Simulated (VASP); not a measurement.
Write the native input for VASP 6.6.1 that does the following.

```yaml
Task: single point
Functional: PBE
Potentials_or_basis: VASP PAW PBE potentials, release 64 (Cd)
Cutoff: 520 eV
k_mesh: 14 × 14 × 14
Occupations: gaussian, width 0.1 eV
Spin: no spin polarisation
Dipole_correction: no
Further_INCAR_settings: ALGO = Normal; EDIFF = 1e-06; NBANDS = 12
```

The structure of Cd lies in POSCAR:

```
Cd
1.0
    0.0000000000      2.2499520855      2.2499520855
    2.2499520855      0.0000000000      2.2499520855
    2.2499520855      2.2499520855      0.0000000000
Cd
1
Direct
    0.0000000000      0.0000000000      0.0000000000
```

These files were run (other wordings do the same):

INCAR

```
  PREC = Accurate
  ENCUT = 520
  EDIFF = 1E-6
  ISMEAR = 0
  SIGMA = 0.1
  LREAL = False
  LASPH = True
  NELM = 60
  ALGO = Normal
  ISIF = 2
  LWAVE = False
  LCHARG = True
  GGA = PE
  LELF = True
  LVHAR = True
  NBANDS = 12
```

KPOINTS

```
regular mesh
0
Gamma
  14 14 14
```

Potentials or basis: VASP PAW PBE potentials, release 64 (Cd).

The run is started by

```console
$ cat potpaw_PBE.64/Cd/POTCAR > POTCAR
$ mpirun -np 1 vasp_std > vasp.out
```

It gave:

* Pressure: 0.2 GPa
* Band gap on the k mesh: zero (band 6 reaches 3.93 eV, above the bottom of band 7 at 1.15 eV)

Wall time 13 s on 1 thread of Intel(R) Xeon(R) Platinum 8488C (Sapphire Rapids), with other jobs on the host, peak memory 0.15 GiB.
